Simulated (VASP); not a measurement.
# Mg8Si4HO in VASP: notebook

The runs below take Mg8Si4HO through single point, with PBEsol.

Program: VASP 6.6.1. These are calculated values, not measurements. Logs are shortened: lines on timing, memory, paths and dates and some standing lists are left out, and cuts for length are marked.

### Step 1. The cell of the first run

The cell holds a slab with vacuum, 14 atoms: a = 6.391 Å, b = 6.391 Å, c = 15.793 Å, α = 90.00°, β = 90.00°, γ = 90.00°.

### Step 2. Single point, PBEsol

INCAR reads:

```
SYSTEM = Mg8Si4HO
PREC = Accurate
ENCUT = 520
EDIFF = 1E-7
ISMEAR = 0
SIGMA = 0.1
LREAL = .FALSE.
LASPH = .TRUE.
NELM = 80
ALGO = Normal
ISIF = 2
LWAVE = .FALSE.
LCHARG = .TRUE.
GGA = PS
LELF = .TRUE.
LVHAR = .TRUE.
NBANDS = 32
```

KPOINTS reads:

```
regular mesh
0
G
  3 3 1
  0 0 0
```

POSCAR reads:

```
Mg8Si4HO
1.0
    6.3910000000      0.0000000000      0.0000000000
    0.0000000000      6.3910000000      0.0000000000
    0.0000000000      0.0000000000     15.7932500000
Mg Si O H
8 4 1 1
Direct
    0.2291303443      0.7568524166      0.3551221765
    0.0917133154      0.1788457292      0.3279823110
    0.2370483125      0.2633806244      0.1419610796
    0.2457235680      0.7527950057      0.1508940204
    0.7338189114      0.7656642470      0.1463380421
    0.7522227875      0.2451327678      0.1432456866
    0.5370550527      0.4413507724      0.2806183357
    0.7562477992      0.8239165510      0.3510787608
    0.0000000000      0.0000000000      0.0633181900
   -0.0280460493      0.5199520431      0.2534712091
    0.4733196458      0.0275356968      0.2564930165
    0.5000000000      0.5000000000      0.0633181900
    0.0104633489      0.9414439133      0.3915804020
   -0.5038305477      0.6136151800      0.3822441738
```

Potentials or basis: VASP PAW PBE potentials, release 64 (Mg, Si, O, H).

The run is started by

```console
$ cat potpaw_PBE.64/Mg/POTCAR potpaw_PBE.64/Si/POTCAR potpaw_PBE.64/O/POTCAR potpaw_PBE.64/H/POTCAR > POTCAR
$ mpirun -np 1 vasp_std > vasp.out
```

OUTCAR:

```text
SYSTEM = Mg8Si4HO
   PREC = Accurate
   ENCUT = 520
   EDIFF = 1E-7
   ISMEAR = 0
   LREAL = .FALSE.
   LASPH = .TRUE.
   NELM = 80
   ISIF = 2
   GGA = PS

 ion  position               nearest neighbor table
   1  0.229  0.757  0.355-  13 1.92  14 1.98  10 2.75  11 2.80   2 2.87   8 3.05   7 3.05   4 3.23
                             8 3.40
   2  0.092  0.179  0.328-  13 1.89  10 2.59  11 2.86   1 2.87   3 3.13   8 3.14   7 3.39
   3  0.237  0.263  0.142-  12 2.58   9 2.58  11 2.80  10 2.94   6 3.10   7 3.12   2 3.13   4 3.13
                             4 3.27   6 3.29
   4  0.246  0.753  0.151-   9 2.62  12 2.68  10 2.81  11 2.82   5 3.12   3 3.13   1 3.23   3 3.27
                             5 3.27   7 3.41
   5  0.734  0.766  0.146-  12 2.61   9 2.62  10 2.76  11 2.93   6 3.07   4 3.12   7 3.22   8 3.26
                             4 3.27   6 3.33
   6  0.752  0.245  0.143-   9 2.56  12 2.62  10 2.84   7 2.86  11 2.88   5 3.07   3 3.10   3 3.29
                             5 3.33
   7  0.537  0.441  0.281-  14 1.96  11 2.70  10 2.86   6 2.86   8 3.03   1 3.05   3 3.12   5 3.22
                             2 3.39   4 3.41
   8  0.756  0.824  0.351-  13 1.90  14 2.19  11 2.68  10 2.84   7 3.03   1 3.05   2 3.14   5 3.26
                             1 3.40
   9  0.000  0.000  0.063-   6 2.56   3 2.58   5 2.62   4 2.62
  10  0.972  0.520  0.253-   2 2.59   1 2.75   5 2.76   4 2.81   8 2.84   6 2.84   7 2.86   3 2.94

  11  0.473  0.028  0.256-   8 2.68   7 2.70   3 2.80   1 2.80   4 2.82   2 2.86   6 2.88   5 2.93

  12  0.500  0.500  0.063-   3 2.58   5 2.61   6 2.62   4 2.68
  13  0.010  0.941  0.392-   2 1.89   8 1.90   1 1.92
  14  0.496  0.614  0.382-   7 1.96   1 1.98   8 2.19

  LATTYP: Found a simple tetragonal cell.
 ALAT       =     6.3910000000
 C/A-ratio  =     2.4711703959

  Lattice vectors:

 A1 = (   6.3910000000,   0.0000000000,   0.0000000000)
 A2 = (   0.0000000000,   6.3910000000,   0.0000000000)
 A3 = (   0.0000000000,   0.0000000000,  15.7932500000)

Analysis of symmetry for initial positions (statically):
=====================================================================
 Subroutine PRICEL returns:
 Original cell was already a primitive cell.

 Routine SETGRP: Setting up the symmetry group for a
 simple tetragonal supercell.

 Subroutine GETGRP returns: Found  1 space group operations
 (whereof  1 operations were pure point group operations)
 out of a pool of 16 trial point group operations.

The static configuration has the point symmetry C_1 .

Analysis of symmetry for dynamics (positions and initial velocities):
=====================================================================
 Subroutine PRICEL returns:
 Original cell was already a primitive cell.

 Routine SETGRP: Setting up the symmetry group for a
 simple tetragonal supercell.

 Subroutine GETGRP returns: Found  1 space group operations
 (whereof  1 operations were pure point group operations)
 out of a pool of 16 trial point group operations.

The dynamic configuration has the point symmetry C_1 .

 Subroutine INISYM returns: Found  1 space group operations
 (whereof  1 operations are pure point group operations),
 and found     1 'primitive' translations

----------------------------------------------------------------------------------------

                                     Primitive cell

  volume of cell :     645.0734

  direct lattice vectors                    reciprocal lattice vectors
     6.391000000  0.000000000  0.000000000     0.156470036  0.000000000  0.000000000
     0.000000000  6.391000000  0.000000000     0.000000000  0.156470036  0.000000000
     0.000000000  0.000000000 15.793250000     0.000000000  0.000000000  0.063318190

  length of vectors
     6.391000000  6.391000000 15.793250000     0.156470036  0.156470036  0.063318190

  position of ions in fractional coordinates (direct lattice)
     0.229130344  0.756852417  0.355122176
     0.091713315  0.178845729  0.327982311
     0.237048313  0.263380624  0.141961080
     0.245723568  0.752795006  0.150894020
     0.733818911  0.765664247  0.146338042
     0.752222788  0.245132768  0.143245687
     0.537055053  0.441350772  0.280618336
     0.756247799  0.823916551  0.351078761
     0.000000000  0.000000000  0.063318190
     0.971953951  0.519952043  0.253471209
     0.473319646  0.027535697  0.256493017
     0.500000000  0.500000000  0.063318190
     0.010463349  0.941443913  0.391580402
     0.496169452  0.613615180  0.382244174

  ion indices of the primitive-cell ions
   primitive index   ion index
                 1           1
                 2           2
                 3           3
                 4           4
                 5           5
                 6           6
                 7           7
                 8           8
                 9           9
                10          10
                11          11
                12          12
                13          13
                14          14

----------------------------------------------------------------------------------------

 KPOINTS: regular mesh

Automatic generation of k-mesh.
 Grid dimensions read from file:
 generate k-points for:    3    3    1

 Generating k-lattice:

  Cartesian coordinates                     Fractional coordinates (reciprocal lattice)
     0.052156679  0.000000000  0.000000000     0.333333333  0.000000000  0.000000000
     0.000000000  0.052156679  0.000000000     0.000000000  0.333333333  0.000000000
     0.000000000  0.000000000  0.063318190     0.000000000  0.000000000  1.000000000

  Length of vectors
     0.052156679  0.052156679  0.063318190

  Shift w.r.t. Gamma in fractional coordinates (k-lattice)
     0.000000000  0.000000000  0.000000000

 Subroutine IBZKPT returns following result:
 ===========================================

 Found      5 irreducible k-points:

 Following reciprocal coordinates:
            Coordinates               Weight
  0.000000  0.000000  0.000000      1.000000
  0.333333  0.000000  0.000000      2.000000
  0.000000  0.333333  0.000000      2.000000
  0.333333  0.333333  0.000000      2.000000
 -0.333333  0.333333  0.000000      2.000000
   k-points           NKPTS =      5   k-points in BZ     NKDIM =      5   number of bands    NBANDS=     32
[... 13 lines left out ...]
   LSORBIT =      F    spin-orbit coupling
   LASPH  =      T    aspherical Exc in radial PAW
   ENCUT  =  520.0 eV  38.22 Ry    6.18 a.u.  11.88 11.88 29.36*2*pi/ulx,y,z
   NELM   =     80;   NELMIN=  2; NELMDL= -5     # of ELM steps
   EDIFF  = 0.1E-06   stopping-criterion for ELM
   LREAL  =      F    real-space projection
   EDIFFG = 0.1E-05   stopping-criterion for IOM
   NSW    =      0    number of steps for IOM
   IBRION =     -1    ionic relax: 0-MD 1-quasi-New 2-CG
   NFREE  =      0    steps in history (QN), initial steepest desc. (CG)
   ISIF   =      2    stress and relaxation
   ISYM   =      2    0-nonsym 1-usesym 2-fastsym
   POTIM  = 0.5000    time-step for ionic-motion
   TEBEG  =    0.0;   TEEND  =   0.0 temperature during run
   PSTRESS=    0.0 pullay stress
   NELECT =      39.0000    total number of electrons
   NUPDOWN=      -1.0000    fix difference up-down
   EMIN   =  10.00;   EMAX   =-10.00  energy-range for DOS
   EFERMI =   0.00;   METHOD = LEGACY
   ISMEAR =     0;   SIGMA  =   0.10  broadening in eV -4-tet -1-fermi 0-gaus
   EFERMI_NEDOS =   21; number of points for ismear=-14 and -15
   IALGO  =     38    algorithm
   IMIX   =      4    mixing-type and parameters
     AMIX     =   0.40;   BMIX     =  1.00
     AMIX_MAG =   1.60;   BMIX_MAG =  1.00
  volume/ion in A,a.u.               =      46.08       310.94
  Fermi-wavevector in a.u.,A,eV,Ry     =   0.642530  1.214205  5.617092  0.412845
  Thomas-Fermi vector in A             =   1.709230
   LORBIT       =      0    0 simple, 1 ext, 2 COOP (PROOUT), +10 PAW based schemes
   GGA     = PS    functional components
   LHFCALC =     F    Hartree Fock is set to
   AEXX    =    0.0000 exact exchange contribution
   IVDW    =     0    specifies the selected vdW correction
   LEPSILON=     F    determine dielectric tensor
   LRPA    =     F    only Hartree local field effects (RPA)
 non-spin polarized calculation
 Gauss-broadening in eV      SIGMA  =   0.10
  energy-cutoff  :      520.00
  volume of cell :      645.07
 maximum number of plane-waves:     17375
   NGX = 23   NGY = 23   NGZ = 59

 number of electron      38.9999999 magnetization

 Free energy of the ion-electron system (eV)
  ---------------------------------------------------
  ext. energy  EPLUGINS =         0.00000000
  ---------------------------------------------------
  free energy    TOTEN  =       -45.35142802 eV

  energy without entropy =      -45.32069815  energy(sigma->0) =      -45.33606309

 E-fermi :  -1.2903     XC(G=0):  -4.5377

 val. band max:       -1.3846290077   @ k =   0.0000   0.3333   0.0000
 cond. band min:      -1.2520032070   @ k =   0.3333   0.3333   0.0000
 fundamental gap:      0.1326258007
 Fermi energy:        -1.2903230345

 k-point     1 :       0.0000    0.0000    0.0000
  band No.  band energies     occupation
      1     -18.8584      2.00000
      2      -9.7282      2.00000
      3      -8.1961      2.00000
      4      -8.1431      2.00000
      5      -7.6417      2.00000
      6      -6.2712      2.00000
[... 23 lines left out ...]
     30       2.4514      0.00000
     31       3.0586      0.00000

 k-point     2 :       0.3333    0.0000    0.0000
  band No.  band energies     occupation
      1     -18.8578      2.00000
      2      -9.4309      2.00000
      3      -8.6527      2.00000
      4      -8.0564      2.00000
      5      -7.8093      2.00000
      6      -6.3678      2.00000
[... 23 lines left out ...]
     30       2.4737      0.00000
     31       2.6019      0.00000

 k-point     3 :       0.0000    0.3333    0.0000
  band No.  band energies     occupation
      1     -18.8579      2.00000
      2      -9.4331      2.00000
      3      -8.6439      2.00000
      4      -8.0550      2.00000
      5      -7.8099      2.00000
      6      -6.3422      2.00000
[... 23 lines left out ...]
     30       2.4257      0.00000
     31       2.5808      0.00000

 k-point     4 :       0.3333    0.3333    0.0000
  band No.  band energies     occupation
      1     -18.8574      2.00000
      2      -9.1828      2.00000
      3      -8.6487      2.00000
      4      -8.0924      2.00000
      5      -8.0292      2.00000
      6      -6.6739      2.00000
[... 23 lines left out ...]
     30       2.5704      0.00000
     31       2.7316      0.00000

 k-point     5 :      -0.3333    0.3333    0.0000
  band No.  band energies     occupation
      1     -18.8574      2.00000
      2      -9.1571      2.00000
      3      -8.7000      2.00000
      4      -8.0839      2.00000
      5      -8.0231      2.00000
      6      -6.6484      2.00000
[... 23 lines left out ...]
     30       2.5370      0.00000
     31       2.6534      0.00000
 [bands above 31 left out]

------------------------ aborting loop because EDIFF is reached ----------------------------------------

  FORCE on cell =-STRESS in cart. coord.  units (eV):
  Direction    XX          YY          ZZ          XY          YZ          ZX
  --------------------------------------------------------------------------------------
  -------------------------------------------------------------------------------------
  Total       -2.3560976      2.0162301     -0.0881768      0.1659341      0.0012602     -0.0041496
  in kB       -5.8518707      5.0077372     -0.2190058      0.4121328      0.0031299     -0.0103065
  external PRESSURE =      -0.3543798 kB  Pullay stress =       0.0000000 kB

 VOLUME and BASIS-vectors are now :
 -----------------------------------------------------------------------------
  energy-cutoff  :      520.00
  volume of cell :      645.07
      direct lattice vectors                 reciprocal lattice vectors
     6.391000000  0.000000000  0.000000000     0.156470036  0.000000000  0.000000000
     0.000000000  6.391000000  0.000000000     0.000000000  0.156470036  0.000000000
     0.000000000  0.000000000 15.793250000     0.000000000  0.000000000  0.063318190

 POSITION                                       TOTAL-FORCE (eV/Angst)
 -----------------------------------------------------------------------------------
      1.46437      4.83704      5.60853        -0.004694     -0.002365     -0.018673
      0.58614      1.14300      5.17991        -0.004841      0.000154     -0.011447
      1.51498      1.68327      2.24203        -0.004473      0.008202      0.001883
      1.57042      4.81111      2.38311         0.002929     -0.007974      0.001317
      4.68984      4.89336      2.31115        -0.005584      0.002235      0.001940
      4.80746      1.56664      2.26231         0.008580     -0.005528     -0.004476
      3.43232      2.82067      4.43188        -0.007328      0.013211      0.000625
      4.83318      5.26565      5.54467         0.008391      0.005648     -0.016850
      0.00000      0.00000      1.00000         0.049393     -0.279397     -0.103499
      6.21176      3.32301      4.00313         0.005022     -0.005442      0.023343
      3.02499      0.17598      4.05086        -0.008186     -0.003030      0.026248
      3.19550      3.19550      1.00000        -0.045695      0.279994      0.086918
      0.06687      6.01677      6.18433        -0.001706     -0.001935      0.008189
      3.17102      3.92161      6.03688         0.008193     -0.003773      0.004482
 -----------------------------------------------------------------------------------
    total drift:                               -0.000255      0.000289     -0.000250

  FREE ENERGIE OF THE ION-ELECTRON SYSTEM (eV)
  ---------------------------------------------------
  free  energy   TOTEN  =       -45.3514280177 eV

  energy  without entropy=      -45.3206981534  energy(sigma->0) =      -45.33606309
```

Run time: 2.3 min. Hardware: 1 thread of Intel Xeon 6975P-C (Granite Rapids), shared host; peak memory 0.62 GiB.

What came out:

| Item | Value |
| --- | --- |
| Free energy | -45.3514 eV |
| Largest force | 0.302 eV/Å |

Forces in eV/Å, atoms in the order of the input:
```
Mg  -0.005 -0.002 -0.019
Mg  -0.005  0.000 -0.011
Mg  -0.004  0.008  0.002
Mg   0.003 -0.008  0.001
Mg  -0.006  0.002  0.002
Mg   0.009 -0.006 -0.004
Mg  -0.007  0.013  0.001
Mg   0.008  0.006 -0.017
Si   0.049 -0.279 -0.103
Si   0.005 -0.005  0.023
Si  -0.008 -0.003  0.026
Si  -0.046  0.280  0.087
O   -0.002 -0.002  0.008
H    0.008 -0.004  0.004
```

Caveat: the PAW data sets were made with another functional, which shifts forces and pressure a little; an odd number of electrons without spin polarisation forces a metal; a magnetic or distorted state may lie lower.

### Step 3. Single point, PBEsol

INCAR reads:

```
SYSTEM = Mg8Si4HO
ALGO = Normal
EDIFF = 1E-6
ENCUT = 520
GGA = PS
ISIF = 2
ISMEAR = 0
LASPH = .TRUE.
LCHARG = .TRUE.
LELF = .TRUE.
LREAL = .FALSE.
LVHAR = .TRUE.
LWAVE = .FALSE.
NBANDS = 32
NELM = 60
PREC = Accurate
SIGMA = 0.1
```

KPOINTS reads:

```
k-points
0
G
  3 3 1
  0 0 0
```

POSCAR reads:

```
Mg8Si4HO
1.0
    6.3910000000      0.0000000000      0.0000000000
    0.0000000000      6.3910000000      0.0000000000
    0.0000000000      0.0000000000     15.7932500000
Mg Si O H
8 4 1 1
Direct
    0.1737779690      0.7947641997      0.3631448245
    0.2277379127      0.2474173056      0.3436825859
    0.2467169457      0.2517546550      0.1480260871
    0.2478770146      0.7500006259      0.1518761496
    0.7465612580      0.7556599906      0.1515502509
    0.7478350806      0.2498377406      0.1465550789
    0.7811688312      0.2217288374      0.3400352682
    0.7526573306      0.7582802378      0.3581167271
    0.0000000000      0.0000000000      0.0633181897
   -0.0065670474      0.5096362072      0.2520921913
    0.4909297450     -0.0118491629      0.2648055973
    0.5000000000      0.5000000000      0.0633181897
    0.0088937568      1.0494010327      0.3758592437
   -0.0530657174      0.6881644500      0.4392228959
```

Potentials or basis: VASP PAW PBE potentials, release 64 (Mg, Si, O, H).

The run is started by

```console
$ cat potpaw_PBE.64/Mg/POTCAR potpaw_PBE.64/Si/POTCAR potpaw_PBE.64/O/POTCAR potpaw_PBE.64/H/POTCAR > POTCAR
$ mpirun -np 1 vasp_std > vasp.out
```

Wall time 2.5 min (1 thread of Intel Xeon 6975P-C (Granite Rapids), shared host); peak memory 0.62 GiB.

The run converged. Its results:

| Item | Value |
| --- | --- |
| Free energy | -44.1338 eV |
| Largest force | 0.353 eV/Å |

Forces in eV/Å, atoms in the order of the input:
```
Mg  -0.004 -0.013  0.044
Mg  -0.056 -0.027 -0.035
Mg  -0.003  0.001 -0.013
Mg   0.009  0.009  0.002
Mg  -0.013  0.006 -0.006
Mg   0.004  0.002 -0.018
Mg  -0.021  0.076 -0.035
Mg   0.106  0.130  0.046
Si  -0.022 -0.054 -0.036
Si   0.015  0.021 -0.044
Si  -0.003 -0.011  0.014
Si  -0.045  0.171  0.021
O   -0.049  0.008 -0.067
H    0.083 -0.319  0.127
```

Levels at points of the mesh, in eV from the Fermi level:
| k point | band 15 | band 16 | band 17 | band 18 | band 19 | band 20 | band 21 | band 22 | band 23 | band 24 |
| --- | --- | --- | --- | --- | --- | --- | --- | --- | --- | --- |
| (0.00, 0.00, 0.00) | -1.34 | -1.16 | -1.12 | -0.57 | -0.25 | 0.27 | 0.30 | 0.80 | 1.19 | 1.61 |

Caveat: the PAW data sets were made with another functional, which shifts forces and pressure a little; an odd number of electrons without spin polarisation forces a metal; a magnetic or distorted state may lie lower.

### Step 4. Single point, PBEsol

INCAR reads:

```
SYSTEM = Mg8Si4HO
ALGO = Normal ; EDIFF = 1E-7
ENCUT = 520 ; GGA = PS
ISIF = 2 ; ISMEAR = 0
LASPH = .TRUE. ; LCHARG = .FALSE.
LREAL = .FALSE. ; LWAVE = .FALSE.
NBANDS = 32 ; NELM = 100
PREC = Accurate ; SIGMA = 0.1
```

KPOINTS is that of step 3.

POSCAR reads:

```
Mg8Si4HO
1.0
    6.3910000000      0.0000000000      0.0000000000
    0.0000000000      6.3910000000      0.0000000000
    0.0000000000      0.0000000000     15.7932500000
Mg Si O H
8 4 1 1
Direct
    0.2715964638      0.7441344078      0.3534301046
    0.1649468002      0.1799015803      0.3386596806
    0.2551441089      0.2508400876      0.1483336869
    0.2564498514      0.7563600376      0.1500842449
    0.7498510405      0.7491988734      0.1516161651
    0.7573329682      0.2529863871      0.1472021908
    0.6755503051      0.3492855578      0.3343983664
    0.8032968237      0.8096200908      0.3533795767
    0.0000000000      0.0000000000      0.0633181897
    0.0139111250      0.5035886403      0.2570515885
    0.5127253951      0.0148752934      0.2611836069
    0.5000000000      0.5000000000      0.0633181897
    0.0564895947      0.9367468315      0.3917221598
   -0.3988133312      0.5889297450      0.4022439333
```

The run is started by

```console
$ cat potpaw_PBE.64/Mg/POTCAR potpaw_PBE.64/Si/POTCAR potpaw_PBE.64/O/POTCAR potpaw_PBE.64/H/POTCAR > POTCAR
$ mpirun -np 1 vasp_std > vasp.out
```

It took 2.3 min on 1 thread of Intel Xeon 6975P-C (Granite Rapids), shared host; peak memory 0.63 GiB.

The run converged. Its results:

| Item | Value |
| --- | --- |
| Free energy | -45.0639 eV |
| Largest force | 0.262 eV/Å |

Forces in eV/Å, atoms in the order of the input:
```
Mg   0.086 -0.082  0.037
Mg  -0.081 -0.080 -0.015
Mg   0.003  0.001  0.007
Mg  -0.002 -0.001  0.016
Mg   0.002 -0.006  0.000
Mg   0.004 -0.003 -0.013
Mg  -0.161  0.141 -0.087
Mg   0.039  0.044 -0.016
Si   0.089 -0.173  0.130
Si  -0.001 -0.011  0.010
Si   0.000  0.002 -0.020
Si   0.166  0.200 -0.021
O    0.086 -0.129  0.053
H   -0.229  0.097 -0.081
```

Levels at points of the mesh, in eV from the Fermi level:
```tsv
k point	band 17	band 18	band 19	band 20	band 21	band 22
(0.00, 0.00, 0.00)	-1.14	-0.56	-0.17	0.30	0.32	1.03
```

Caveat: the PAW data sets were made with another functional, which shifts forces and pressure a little; an odd number of electrons without spin polarisation forces a metal; a magnetic or distorted state may lie lower.
